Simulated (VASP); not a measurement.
# SiO2 (P4_2/mnm) in VASP: further runs, part 2 of 2

VASP 6.6.1. The steps go on from the part before.

## 3. Single point, PBE

This run uses another cell than the first one, of the same volume but with other edges.

File INCAR:

```
SYSTEM = SiO2
ALGO     = Normal         ! electronic algorithm
EDIFF    = 1E-7           ! SCF threshold, eV
ENCUT    = 520            ! plane-wave cutoff, eV
GGA      = PE             ! functional
ISIF     = 2              ! what is computed and relaxed
ISMEAR   = 0              ! smearing method
LASPH    = .TRUE.         ! aspherical terms in the spheres
LCHARG   = .TRUE.         ! write CHGCAR
LELF     = .TRUE.         ! ELF
LREAL    = .FALSE.        ! projectors in reciprocal space
LVHAR    = .TRUE.       
LWAVE    = .FALSE.        ! write WAVECAR
NBANDS   = 25             ! bands
NELM     = 80             ! most SCF steps
PREC     = Accurate       ! precision mode
SIGMA    = 0.05           ! smearing width, eV
```

File KPOINTS:

```
k-points
0
G
  6 6 8
  0 0 0
```

File POSCAR:

```
SiO2
1.0
    4.3630000000      0.0000000000      0.0000000000
    0.0000000000      4.3630000000      0.0000000000
    0.0000000000      0.0000000000      2.6897743053
Si O
2 4
Direct
    0.5000000000      0.5000000000      0.5000000000
    0.0000000000      0.0000000000      0.0000000000
    0.6930127928      0.6930127928      0.0000000000
    0.1930127928      0.8069872072      0.5000000000
    0.3069872072      0.3069872072      0.0000000000
    0.8069872072      0.1930127928      0.5000000000
```

Potentials or basis: VASP PAW PBE potentials, release 64 (Si, O).

Run with:

```
> cat potpaw_PBE.64/Si/POTCAR potpaw_PBE.64/O/POTCAR > POTCAR
> mpirun -np 1 vasp_std > vasp.out
```

OUTCAR:

```text
SYSTEM = SiO2
   EDIFF = 1E-7
   ENCUT = 520
   GGA = PE
   ISIF = 2
   ISMEAR = 0
   LASPH = .TRUE.
   LREAL = .FALSE.
   NELM = 80
   PREC = Accurate

 ion  position               nearest neighbor table
   1  0.500  0.500  0.500-   3 1.80   5 1.80   3 1.80   5 1.80   4 1.89   6 1.89
   2  0.000  0.000  0.000-   4 1.80   6 1.80   4 1.80   6 1.80   5 1.89   3 1.89
   3  0.693  0.693  0.000-   1 1.80   1 1.80   2 1.89
   4  0.193  0.807  0.500-   2 1.80   2 1.80   1 1.89
   5  0.307  0.307  0.000-   1 1.80   1 1.80   2 1.89
   6  0.807  0.193  0.500-   2 1.80   2 1.80   1 1.89

  LATTYP: Found a simple tetragonal cell.
 ALAT       =     4.3630000000
 C/A-ratio  =     0.6164965174

  Lattice vectors:

 A1 = (   4.3630000000,   0.0000000000,   0.0000000000)
 A2 = (   0.0000000000,   4.3630000000,   0.0000000000)
 A3 = (   0.0000000000,   0.0000000000,   2.6897743053)

Analysis of symmetry for initial positions (statically):
=====================================================================
 Subroutine PRICEL returns:
[... 182 lines left out ...]

 val. band max:        6.9088472198   @ k =   0.0000   0.0000   0.0000
 cond. band min:      11.0579824228   @ k =   0.0000   0.0000   0.0000
 fundamental gap:      4.1491352030
 Fermi energy:         7.2284628347

 k-point     1 :       0.0000    0.0000    0.0000
  band No.  band energies     occupation
      1     -14.7273      2.00000
      2     -11.6086      2.00000
      3     -11.6086      2.00000
      4     -11.5131      2.00000
      5      -3.3535      2.00000
      6       0.8792      2.00000
[... 661 lines left out ...]
     24      19.6675      0.00000
     25      20.1412      0.00000

 [... further k-points ...]

------------------------ aborting loop because EDIFF is reached ----------------------------------------

  FORCE on cell =-STRESS in cart. coord.  units (eV):
  Direction    XX          YY          ZZ          XY          YZ          ZX
  --------------------------------------------------------------------------------------
  -------------------------------------------------------------------------------------
  Total       -5.3542544     -5.3542544     -2.6380780      0.0000000      0.0000000      0.0000000
  in kB     -167.5418555   -167.5418555    -82.5490248      0.0000000      0.0000000      0.0000000
  external PRESSURE =    -139.2109120 kB  Pullay stress =       0.0000000 kB

 VOLUME and BASIS-vectors are now :
 -----------------------------------------------------------------------------
  energy-cutoff  :      520.00
  volume of cell :       51.20
      direct lattice vectors                 reciprocal lattice vectors
     4.363000000  0.000000000  0.000000000     0.229200092  0.000000000  0.000000000
     0.000000000  4.363000000  0.000000000     0.000000000  0.229200092  0.000000000
     0.000000000  0.000000000  2.689774305     0.000000000  0.000000000  0.371778405

 POSITION                                       TOTAL-FORCE (eV/Angst)
 -----------------------------------------------------------------------------------
      2.18150      2.18150      1.34489         0.000000     -0.000000     -0.000000
      0.00000      0.00000      0.00000         0.000000     -0.000000     -0.000000
      3.02361      3.02361      0.00000        -0.447251     -0.447251     -0.000000
      0.84211      3.52089      1.34489        -0.447251      0.447251     -0.000000
      1.33939      1.33939      0.00000         0.447251      0.447251      0.000000
      3.52089      0.84211      1.34489         0.447251     -0.447251     -0.000000
 -----------------------------------------------------------------------------------
    total drift:                                0.000000      0.000000     -0.000000

  FREE ENERGIE OF THE ION-ELECTRON SYSTEM (eV)
  ---------------------------------------------------
  free  energy   TOTEN  =       -46.1605634075 eV

  energy  without entropy=      -46.1605634075  energy(sigma->0) =      -46.16056341
```

Wall time 76 s (1 thread of Intel Xeon 8259CL, shared host); peak memory 0.18 GiB.

What came out:

```
Free energy            : -46.1606 eV
Pressure               : -13.9 GPa
Largest force          : 0.633 eV/Å
Band gap on the k mesh : 4.15 eV
```

Forces in eV/Å, atoms in the order of the input:
```
Si   0.000  0.000  0.000
Si   0.000  0.000  0.000
O   -0.447 -0.447  0.000
O   -0.447  0.447  0.000
O    0.447  0.447  0.000
O    0.447 -0.447  0.000
```

Stress tensor (GPa, compression positive):
```
-16.75   0.00   0.00
  0.00 -16.75   0.00
  0.00   0.00  -8.25
```

Caveat: the cell stands under tension. A k mesh can miss the band edges.
